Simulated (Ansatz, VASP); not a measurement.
**KBr in VASP and in Ansatz**

POSCAR

```
KBr
1.0
    5.6181215190      0.0000000000      0.0000000000
   -2.8090607595      4.8654359570      0.0000000000
    0.0000000000      0.0000000000      6.5535957913
K Br
2 2
Direct
    0.3333333333      0.6666666667      0.2500000000
    0.6666666667      0.3333333333      0.7500000000
    0.6666666667      0.3333333333      0.2500000000
    0.3333333333      0.6666666667      0.7500000000
```

Contents of INCAR.step1:

```
ALGO = Normal
EDIFF = 1E-4
ENCUT = 520
GGA = PE
ISMEAR = 0
LASPH = True
LCHARG = False
LREAL = False
LWAVE = True
NBANDS = 24
NELM = 80
PREC = Accurate
SIGMA = 0.01
```

INCAR.step2

```
ALGO = Normal
EDIFF = 1E-6
ENCUT = 520
ISIF = 2
ISMEAR = 0
ISTART = 1
LASPH = True
LCHARG = False
LMIXTAU = True
LREAL = False
LWAVE = False
METAGGA = R2SCAN
NBANDS = 24
NELM = 80
PREC = Accurate
SIGMA = 0.01
```

The input KPOINTS:

```
k-points
0
Gamma
  6 6 4
```

Input for Ansatz:

```yaml
crystal:
  lattice:
    - [5.618121519, 0.0, 0.0]
    - [-2.8090607595, 4.865435957, 0.0]
    - [0.0, 0.0, 6.5535957913]
  atoms:
    - { symbol: K, position: [0.3333333333, 0.6666666667, 0.25] }
    - { symbol: K, position: [0.6666666667, 0.3333333333, 0.75] }
    - { symbol: Br, position: [0.6666666667, 0.3333333333, 0.25] }
    - { symbol: Br, position: [0.3333333333, 0.6666666667, 0.75] }
kpoints:
  mp_grid: { grid: [6, 6, 4] }
hamiltonian:
  xc: r2scan
scf:
  occupations: { method: fixed }
  n_extra_bands: 5
output:
  forces: true
  stress: true
  eigenvalues: true
```

Alike in both runs: task single point; functional r2SCAN; k mesh 6 × 6 × 4; no spin polarisation.

```csv
,VASP,Ansatz
version,VASP 6.6.1,Ansatz 0.2.0
potentials or method,"VASP PAW PBE potentials, release 64 (K_sv, Br)","plane waves, PAW"
plane-wave cutoff (eV),520,500
occupations,"gaussian, width 0.01 eV",fixed
valence electrons in the cell,32,32
```

```tsv
	VASP	Ansatz	Ansatz less VASP
gap on the k mesh at the Fermi level (eV)	4.77	4.76	-0.001
pressure (GPa)	0.0	0.0	+0.01
```

VASP's potentials were made for PBE, not for r2SCAN.
